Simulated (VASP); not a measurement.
Mg2Be:

```
Mg Be
1.0
     4.63411    0.00000    0.00000
    -2.31705    4.01326    0.00000
     0.00000    0.00000    2.84071
Mg Be
2 1
Cartesian
  0.0000 2.6755 1.4204
  2.3171 1.3378 1.4204
  0.0000 0.0000 0.0000
```

* Program: VASP 6.6.1
* Task: relaxation of cell and atoms
* Functional: PBE
* Potentials or basis: VASP PAW PBE potentials, release 64 (Mg, Be)
* Cutoff: 600 eV
* k mesh: 12 × 12 × 16
* Occupations: gaussian, width 0.1 eV
* Spin: no spin polarisation

At the start: pressure 0.1 GPa; volume 17.61 Å³/atom.

Problem. Where does the relaxation end?

Solution. Over 5 steps the energy falls by 6.6 meV/atom and the volume is 17.65 Å³/atom (+0.2 %); space group P6/mmm (No. 191, to 0.1 Å) before and after.

Step by step:
| step | energy change (eV) | largest force (eV/Å) | pressure (GPa) | volume (Å³) |
| --- | --- | --- | --- | --- |
| 1 | 0.0000 | 0.0000 | 0.14 | 52.83 |
| 2 | -0.0145 | 0.0000 | -0.01 | 52.94 |
| 3 | -0.0197 | 0.0000 | -0.08 | 53.04 |
| 4 | -0.0198 | 0.0000 | -0.09 | 53.04 |
| 5 | -0.0198 | 0.0000 | -0.01 | 52.95 |

Final structure:
```cif
data_structure
_symmetry_space_group_name_H-M 'P 1'
_symmetry_Int_Tables_number 1
_cell_length_a 4.7052
_cell_length_b 4.7052
_cell_length_c 2.7619
_cell_angle_alpha 90.000
_cell_angle_beta 90.000
_cell_angle_gamma 120.000
_cell_volume 52.95
loop_
_atom_site_label
_atom_site_type_symbol
_atom_site_fract_x
_atom_site_fract_y
_atom_site_fract_z
_atom_site_occupancy
Mg1 Mg 0.33333 0.66667 0.50000 1
Mg2 Mg 0.66667 0.33333 0.50000 1
Be1 Be 0.00000 0.00000 0.00000 1
```
